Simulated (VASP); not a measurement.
Set up this calculation in VASP 6.6.1, as the native input.

```
Task                               : single point
Functional                         : HSE06
Potentials or basis                : VASP PAW PBE potentials, release 64 (K_sv, Cl)
Cutoff                             : 520 eV
k mesh                             : 4 × 4 × 4
Occupations                        : gaussian, width 0.01 eV
Spin                               : no spin polarisation
Dipole correction                  : no
Grid for exact exchange (PRECFOCK) : Normal
Further INCAR settings             : ALGO = Normal; EDIFF = 1e-06; NBANDS = 15
Share of exact exchange            : 0.25
Screening parameter                : 0.2079 1/Å
```

Crystal: KCl.

```xyz
2
Lattice="0.0000 3.1448 3.1448 3.1448 0.0000 3.1448 3.1448 3.1448 0.0000" Properties=species:S:1:pos:R:3 pbc="T T T"
K     0.0000    0.0000    0.0000
Cl    3.1448    3.1448    3.1448
```

One way to write it, as run:

POSCAR

```
KCl
1.0
    0.0000000000      3.1448471320      3.1448471320
    3.1448471320      0.0000000000      3.1448471320
    3.1448471320      3.1448471320      0.0000000000
K Cl
1 1
Direct
    0.0000000000      0.0000000000      0.0000000000
    0.5000000000      0.5000000000      0.5000000000
```

INCAR.step1

```
ALGO = Normal ; EDIFF = 1E-5
ENCUT = 520 ; GGA = PE
ISIF = 2 ; ISMEAR = 0
LASPH = True ; LCHARG = False
LREAL = False ; LWAVE = True
NBANDS = 15 ; NELM = 60
PREC = Accurate ; SIGMA = 0.01
```

INCAR.step2

```
ALGO = Normal ; EDIFF = 1E-6
ENCUT = 520 ; GGA = PE
HFSCREEN = 0.2079 ; ISIF = 2
ISMEAR = 0 ; ISTART = 1
LASPH = True ; LCHARG = False
LHFCALC = True ; LREAL = False
LWAVE = False ; NBANDS = 15
NELM = 60 ; PREC = Accurate
PRECFOCK = Normal ; SIGMA = 0.01
```

KPOINTS

```
k-points
0
Gamma
  4 4 4
```

Potentials or basis: VASP PAW PBE potentials, release 64 (K_sv, Cl).

Command:

```console
$ cat potpaw_PBE.64/K_sv/POTCAR potpaw_PBE.64/Cl/POTCAR > POTCAR
$ cp INCAR.step1 INCAR
$ mpirun -np 1 vasp_std > vasp.out
$ cp INCAR.step2 INCAR
$ mpirun -np 1 vasp_std > vasp.out
```

Results of the run:

```
Pressure               : 0.5 GPa
Band gap on the k mesh : 6.50 eV
```

Caveat: the k points lie up to 0.43 Å⁻¹ apart; the PAW data sets were made with another functional, which shifts forces and pressure a little.

Wall time 4.5 min on 1 thread of Intel(R) Xeon(R) Platinum 8488C (Sapphire Rapids), with other jobs on the host, peak memory 0.31 GiB.
